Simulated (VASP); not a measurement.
# LiCl (P4_12_12) in VASP: notebook

LiCl is run at these levels: PBE; tasks: single point.

All numbers are computed with VASP 6.6.1; they aren't measurements. Logs are shortened: lines on timing, memory, paths and dates and some standing lists are left out, and cuts for length are marked.

## 1. The cell of the first run

Symmetry: P4_12_12, No. 92, tetragonal system. Conventional cell: a = 6.855 Å, b = 6.855 Å, c = 3.638 Å, α = 90.00°, β = 90.00°, γ = 90.00°. Li (site symmetry 2) has 4 Cl at 2.44 to 2.46 Å within 3.2 Å. Within 3.2 Å of Cl (site symmetry 2) lie 4 Li at 2.44 to 2.46 Å.

## 2. Single point, PBE (volume scaled by 1.03, then relaxed in part)

File INCAR:

```
  PREC = Accurate
  ENCUT = 520
  EDIFF = 1E-7
  ISMEAR = 0
  SIGMA = 0.02
  LREAL = F
  LASPH = T
  NELM = 100
  ALGO = Normal
  ISIF = 2
  LWAVE = F
  LCHARG = F
  GGA = PE
  NBANDS = 30
```

File KPOINTS:

```
regular mesh
0
Gamma
  4 4 6
```

File POSCAR:

```
LiCl
1.0
    6.8552202790      0.0000000000      0.0000000000
    0.0000000000      6.8552202790      0.0000000000
    0.0000000000      0.0000000000      3.6375559914
Li Cl
4 4
Direct
    0.6621108273      0.6621108273      0.5000000000
    0.1621108273      0.8378891727      0.2500000000
    0.3378891727      0.3378891727      0.0000000000
    0.8378891727      0.1621108273      0.7500000000
    0.8293504099      0.8293504099      0.0000000000
    0.3293504099      0.6706495901      0.7500000000
    0.1706495901      0.1706495901      0.5000000000
    0.6706495901      0.3293504099      0.2500000000
```

Potentials or basis: VASP PAW PBE potentials, release 64 (Li_sv, Cl).

The run is started by

```sh
cat potpaw_PBE.64/Li_sv/POTCAR potpaw_PBE.64/Cl/POTCAR > POTCAR
mpirun -np 1 vasp_std > vasp.out
```

OUTCAR:

```text
PREC = Accurate
   ENCUT = 520
   EDIFF = 1E-7
   ISMEAR = 0
   LREAL = F
   LASPH = T
   NELM = 100
   ISIF = 2
   GGA = PE

 ion  position               nearest neighbor table
   1  0.662  0.662  0.500-   5 2.44   5 2.44   8 2.46   6 2.46
   2  0.162  0.838  0.250-   6 2.44   6 2.44   7 2.46   5 2.46
   3  0.338  0.338  0.000-   7 2.44   7 2.44   8 2.46   6 2.46
   4  0.838  0.162  0.750-   8 2.44   8 2.44   5 2.46   7 2.46
   5  0.829  0.829  0.000-   1 2.44   1 2.44   4 2.46   2 2.46
   6  0.329  0.671  0.750-   2 2.44   2 2.44   3 2.46   1 2.46
   7  0.171  0.171  0.500-   3 2.44   3 2.44   4 2.46   2 2.46
   8  0.671  0.329  0.250-   4 2.44   4 2.44   1 2.46   3 2.46

  LATTYP: Found a simple tetragonal cell.
 ALAT       =     6.8552202790
 C/A-ratio  =     0.5306256901

  Lattice vectors:

 A1 = (   6.8552202790,   0.0000000000,   0.0000000000)
 A2 = (   0.0000000000,   6.8552202790,   0.0000000000)
 A3 = (   0.0000000000,   0.0000000000,   3.6375559914)

Analysis of symmetry for initial positions (statically):
=====================================================================
 Subroutine PRICEL returns:
 Original cell was already a primitive cell.

 Routine SETGRP: Setting up the symmetry group for a
 simple tetragonal supercell.

 Subroutine GETGRP returns: Found  8 space group operations
 (whereof  2 operations were pure point group operations)
 out of a pool of 16 trial point group operations.

The static configuration has the point symmetry C_2 .
 The point group associated with its full space group is D_4 .

Analysis of symmetry for dynamics (positions and initial velocities):
=====================================================================
 Subroutine PRICEL returns:
 Original cell was already a primitive cell.

 Routine SETGRP: Setting up the symmetry group for a
 simple tetragonal supercell.

 Subroutine GETGRP returns: Found  8 space group operations
 (whereof  2 operations were pure point group operations)
 out of a pool of 16 trial point group operations.

The dynamic configuration has the point symmetry C_2 .
 The point group associated with its full space group is D_4 .

 Subroutine INISYM returns: Found  8 space group operations
 (whereof  2 operations are pure point group operations),
 and found     1 'primitive' translations

----------------------------------------------------------------------------------------

                                     Primitive cell

  volume of cell :     170.9435

  direct lattice vectors                    reciprocal lattice vectors
     6.855220279  0.000000000  0.000000000     0.145874233  0.000000000  0.000000000
     0.000000000  6.855220279  0.000000000     0.000000000  0.145874233  0.000000000
     0.000000000  0.000000000  3.637555991     0.000000000  0.000000000  0.274909858

  length of vectors
     6.855220279  6.855220279  3.637555991     0.145874233  0.145874233  0.274909858

  position of ions in fractional coordinates (direct lattice)
     0.662110827  0.662110827  0.500000000
     0.162110827  0.837889173  0.250000000
     0.337889173  0.337889173  0.000000000
     0.837889173  0.162110827  0.750000000
     0.829350410  0.829350410  0.000000000
     0.329350410  0.670649590  0.750000000
     0.170649590  0.170649590  0.500000000
     0.670649590  0.329350410  0.250000000

  ion indices of the primitive-cell ions
   primitive index   ion index
                 1           1
                 2           2
                 3           3
                 4           4
                 5           5
                 6           6
                 7           7
                 8           8

----------------------------------------------------------------------------------------

 KPOINTS: regular mesh

Automatic generation of k-mesh.
 Grid dimensions read from file:
 generate k-points for:    4    4    6

 Generating k-lattice:

  Cartesian coordinates                     Fractional coordinates (reciprocal lattice)
     0.036468558  0.000000000  0.000000000     0.250000000  0.000000000  0.000000000
     0.000000000  0.036468558  0.000000000     0.000000000  0.250000000  0.000000000
     0.000000000  0.000000000  0.045818310     0.000000000  0.000000000  0.166666667

  Length of vectors
     0.036468558  0.036468558  0.045818310

  Shift w.r.t. Gamma in fractional coordinates (k-lattice)
     0.000000000  0.000000000  0.000000000

 Subroutine IBZKPT returns following result:
 ===========================================

 Found     24 irreducible k-points:

 Following reciprocal coordinates:
            Coordinates               Weight
  0.000000  0.000000  0.000000      1.000000
  0.250000  0.000000  0.000000      4.000000
  0.500000  0.000000  0.000000      2.000000
  0.250000  0.250000  0.000000      4.000000
  0.500000  0.250000  0.000000      4.000000
  0.500000  0.500000  0.000000      1.000000
[... 16 lines left out ...]
  0.500000  0.250000  0.500000      4.000000
  0.500000  0.500000  0.500000      1.000000
   k-points           NKPTS =     24   k-points in BZ     NKDIM =     24   number of bands    NBANDS=     30
   number of dos      NEDOS =    301   number of ions     NIONS =      8
   total plane-waves  NPLWV =  81648
   dimension x,y,z NGX =    54 NGY =   54 NGZ =   28
   dimension x,y,z NGXF=   108 NGYF=  108 NGZF=   56
   ions per type =               4   4
   NGX,Y,Z   is equivalent  to a cutoff of  13.10, 13.10, 12.80 a.u.
   NGXF,Y,Z  is equivalent  to a cutoff of  26.19, 26.19, 25.59 a.u.
 SYSTEM =  unknown system
   PREC   = accura    normal or accurate (medium, high low for compatibility)
   ISTART =      0    job   : 0-new  1-cont  2-samecut
   ICHARG =      2    charge: 1-file 2-atom 10-const
   ISPIN  =      1    spin polarized calculation?
   LNONCOLLINEAR =      F non collinear calculations
   LSORBIT =      F    spin-orbit coupling
   LASPH  =      T    aspherical Exc in radial PAW
   ENCUT  =  520.0 eV  38.22 Ry    6.18 a.u.  12.75 12.75  6.76*2*pi/ulx,y,z
   NELM   =    100;   NELMIN=  2; NELMDL= -5     # of ELM steps
   EDIFF  = 0.1E-06   stopping-criterion for ELM
   LREAL  =      F    real-space projection
   EDIFFG = 0.1E-05   stopping-criterion for IOM
   NSW    =      0    number of steps for IOM
   IBRION =     -1    ionic relax: 0-MD 1-quasi-New 2-CG
   NFREE  =      0    steps in history (QN), initial steepest desc. (CG)
   ISIF   =      2    stress and relaxation
   ISYM   =      2    0-nonsym 1-usesym 2-fastsym
   POTIM  = 0.5000    time-step for ionic-motion
   TEBEG  =    0.0;   TEEND  =   0.0 temperature during run
   PSTRESS=    0.0 pullay stress
   NELECT =      40.0000    total number of electrons
   NUPDOWN=      -1.0000    fix difference up-down
   EMIN   =  10.00;   EMAX   =-10.00  energy-range for DOS
   EFERMI =   0.00;   METHOD = LEGACY
   ISMEAR =     0;   SIGMA  =   0.02  broadening in eV -4-tet -1-fermi 0-gaus
   EFERMI_NEDOS =   21; number of points for ismear=-14 and -15
   IALGO  =     38    algorithm
   IMIX   =      4    mixing-type and parameters
     AMIX     =   0.40;   BMIX     =  1.00
     AMIX_MAG =   1.60;   BMIX_MAG =  1.00
  volume/ion in A,a.u.               =      21.37       144.20
  Fermi-wavevector in a.u.,A,eV,Ry     =   1.008813  1.906380 13.846698  1.017704
  Thomas-Fermi vector in A             =   2.141703
   LORBIT       =      0    0 simple, 1 ext, 2 COOP (PROOUT), +10 PAW based schemes
   GGA     = PE    functional components
   LHFCALC =     F    Hartree Fock is set to
   AEXX    =    0.0000 exact exchange contribution
   IVDW    =     0    specifies the selected vdW correction
   LEPSILON=     F    determine dielectric tensor
   LRPA    =     F    only Hartree local field effects (RPA)
 non-spin polarized calculation
 Gauss-broadening in eV      SIGMA  =   0.02
  energy-cutoff  :      520.00
  volume of cell :      170.94
 maximum number of plane-waves:      4641
 NGX is ok and might be reduce to    54
   NGX = 25   NGY = 25   NGZ = 13

 number of electron      39.9999951 magnetization

 Free energy of the ion-electron system (eV)
  ---------------------------------------------------
  ext. energy  EPLUGINS =         0.00000000
  ---------------------------------------------------
  free energy    TOTEN  =       -29.28477585 eV

  energy without entropy =      -29.28477585  energy(sigma->0) =      -29.28477585

 E-fermi :  -0.9136     XC(G=0):  -7.5373

 val. band max:       -1.1051614026   @ k =   0.2500   0.2500   0.0000
 cond. band min:       4.4774578478   @ k =   0.0000   0.0000   0.0000
 fundamental gap:      5.5826192503
 Fermi energy:        -0.9135546521

 k-point     1 :       0.0000    0.0000    0.0000
  band No.  band energies     occupation
      1     -44.5284      2.00000
      2     -44.5271      2.00000
      3     -44.5269      2.00000
      4     -44.5269      2.00000
      5     -13.9888      2.00000
      6     -13.6767      2.00000
[... 22 lines left out ...]
     29       9.0757      0.00000
     30       9.6347      0.00000

 k-point     2 :       0.2500    0.0000    0.0000
  band No.  band energies     occupation
      1     -44.5282      2.00000
      2     -44.5273      2.00000
      3     -44.5268      2.00000
      4     -44.5267      2.00000
      5     -13.9544      2.00000
      6     -13.7558      2.00000
[... 22 lines left out ...]
     29       8.9825      0.00000
     30       9.3740      0.00000

 k-point     3 :       0.5000    0.0000    0.0000
  band No.  band energies     occupation
      1     -44.5278      2.00000
      2     -44.5278      2.00000
      3     -44.5268      2.00000
      4     -44.5268      2.00000
      5     -13.8647      2.00000
      6     -13.8647      2.00000
[... 682 lines left out ...]
     29       8.9959      0.00000
     30       8.9962      0.00000

 k-point    24 :       0.5000    0.5000    0.5000
  band No.  band energies     occupation
      1     -44.5264      2.00000
      2     -44.5264      2.00000
      3     -44.5264      2.00000
      4     -44.5264      2.00000
      5     -13.5540      2.00000
      6     -13.5540      2.00000
[... 22 lines left out ...]
     29       9.2871      0.00000
     30       9.2871      0.00000

------------------------ aborting loop because EDIFF is reached ----------------------------------------

  FORCE on cell =-STRESS in cart. coord.  units (eV):
  Direction    XX          YY          ZZ          XY          YZ          ZX
  --------------------------------------------------------------------------------------
  -------------------------------------------------------------------------------------
  Total       -0.7605082     -0.7605082     -0.8711914      0.0000000      0.0000000      0.0000000
  in kB       -7.1279063     -7.1279063     -8.1652902      0.0000000      0.0000000      0.0000000
  external PRESSURE =      -7.4737009 kB  Pullay stress =       0.0000000 kB

 VOLUME and BASIS-vectors are now :
 -----------------------------------------------------------------------------
  energy-cutoff  :      520.00
  volume of cell :      170.94
      direct lattice vectors                 reciprocal lattice vectors
     6.855220279  0.000000000  0.000000000     0.145874233  0.000000000  0.000000000
     0.000000000  6.855220279  0.000000000     0.000000000  0.145874233  0.000000000
     0.000000000  0.000000000  3.637555991     0.000000000  0.000000000  0.274909858

 POSITION                                       TOTAL-FORCE (eV/Angst)
 -----------------------------------------------------------------------------------
      4.53892      4.53892      1.81878         0.003666      0.003666     -0.000000
      1.11131      5.74391      0.90939         0.003666     -0.003666      0.000000
      2.31630      2.31630      0.00000        -0.003666     -0.003666     -0.000000
      5.74391      1.11131      2.72817        -0.003666      0.003666      0.000000
      5.68538      5.68538      0.00000         0.008092      0.008092     -0.000000
      2.25777      4.59745      2.72817         0.008092     -0.008092      0.000000
      1.16984      1.16984      1.81878        -0.008092     -0.008092     -0.000000
      4.59745      2.25777      0.90939        -0.008092      0.008092     -0.000000
 -----------------------------------------------------------------------------------
    total drift:                               -0.000000      0.000000      0.000000

  FREE ENERGIE OF THE ION-ELECTRON SYSTEM (eV)
  ---------------------------------------------------
  free  energy   TOTEN  =       -29.2847758517 eV

  energy  without entropy=      -29.2847758517  energy(sigma->0) =      -29.28477585
```

Wall time 79 s (1 thread of Intel Xeon 6975P-C (Granite Rapids), shared host); peak memory 0.3 GiB.

Results:

* Free energy: -29.2848 eV
* Largest force: 0.011 eV/Å
* Band gap on the k mesh: 5.58 eV, indirect (least direct gap 5.63 eV)

Forces in eV/Å, atoms in the order of the input:
```
Li   0.004  0.004  0.000
Li   0.004 -0.004  0.000
Li  -0.004 -0.004  0.000
Li  -0.004  0.004  0.000
Cl   0.008  0.008  0.000
Cl   0.008 -0.008  0.000
Cl  -0.008 -0.008  0.000
Cl  -0.008  0.008  0.000
```

Caveat: the cutoff is under 1.25 times the usual one of these potentials, so pressure, stress and relaxed cells hold a basis-set (Pulay) error.

## 3. Single point, PBE (volume scaled by 1.06, then relaxed in part)

File INCAR:

```
SYSTEM = LiCl
PREC = Accurate ; ENCUT = 520
EDIFF = 1E-6 ; ISMEAR = 0
SIGMA = 0.02 ; LREAL = .FALSE.
LASPH = .TRUE. ; NELM = 60
ALGO = Normal ; ISIF = 2
LWAVE = .FALSE. ; LCHARG = .TRUE.
GGA = PE ; LELF = .TRUE.
LVHAR = .TRUE. ; NBANDS = 30
```

File KPOINTS:

```
regular mesh
0
G
  4 4 6
  0 0 0
```

File POSCAR:

```
LiCl
1.0
    6.9318758723      0.0000000000      0.0000000000
    0.0000000000      6.9318758723      0.0000000000
    0.0000000000      0.0000000000      3.6611675299
Li Cl
4 4
Direct
    0.6630130282      0.6630130282      0.5000000000
    0.1630130282      0.8369869718      0.2500000000
    0.3369869718      0.3369869718      0.0000000000
    0.8369869718      0.1630130282      0.7500000000
    0.8304549490      0.8304549490      0.0000000000
    0.3304549490      0.6695450510      0.7500000000
    0.1695450510      0.1695450510      0.5000000000
    0.6695450510      0.3304549490      0.2500000000
```

Potentials or basis: VASP PAW PBE potentials, release 64 (Li_sv, Cl).

The run is started by

```sh
cat potpaw_PBE.64/Li_sv/POTCAR potpaw_PBE.64/Cl/POTCAR > POTCAR
mpirun -np 1 vasp_std > vasp.out
```

It took 63 s on 1 thread of Intel Xeon 6975P-C (Granite Rapids), shared host; peak memory 0.3 GiB.

The run converged. Its results:

```
Free energy            : -29.2557 eV
Largest force          : 0.003 eV/Å
Band gap on the k mesh : 5.49 eV, indirect (least direct gap 5.53 eV)
```

Forces in eV/Å, atoms in the order of the input:
```
Li   0.002  0.002  0.000
Li   0.002 -0.002  0.000
Li  -0.002 -0.002  0.000
Li  -0.002  0.002  0.000
Cl  -0.002 -0.002  0.000
Cl  -0.002  0.002  0.000
Cl   0.002  0.002  0.000
Cl   0.002 -0.002  0.000
```

Levels at points of the mesh, in eV from the valence-band top:
```
           k point  band 16  band 17  band 18  band 19  band 20  band 21  band 22  band 23  band 24  band 25
(0.00, 0.00, 0.00)    -0.19    -0.10    -0.10    -0.06    -0.04     5.49     7.66     7.66     8.33     8.37
(0.50, 0.00, 0.00)    -0.42    -0.19    -0.19    -0.05    -0.05     6.55     6.55     7.50     7.50     8.98
(0.50, 0.50, 0.00)    -0.59    -0.07    -0.07    -0.04    -0.04     6.69     6.69     7.24     7.24     9.25
(0.00, 0.00, 0.50)    -1.07    -0.45    -0.45    -0.16    -0.16     6.82     6.82     8.29     8.29     8.95
(0.50, 0.00, 0.50)    -0.91    -0.55    -0.55    -0.18    -0.18     7.15     7.15     7.92     7.92     8.70
(0.50, 0.50, 0.50)    -1.02    -0.45    -0.45    -0.45    -0.45     7.66     7.66     7.66     7.66     8.66
```

Caveat: the cutoff is under 1.25 times the usual one of these potentials, so pressure, stress and relaxed cells hold a basis-set (Pulay) error. A k mesh can miss the band edges.
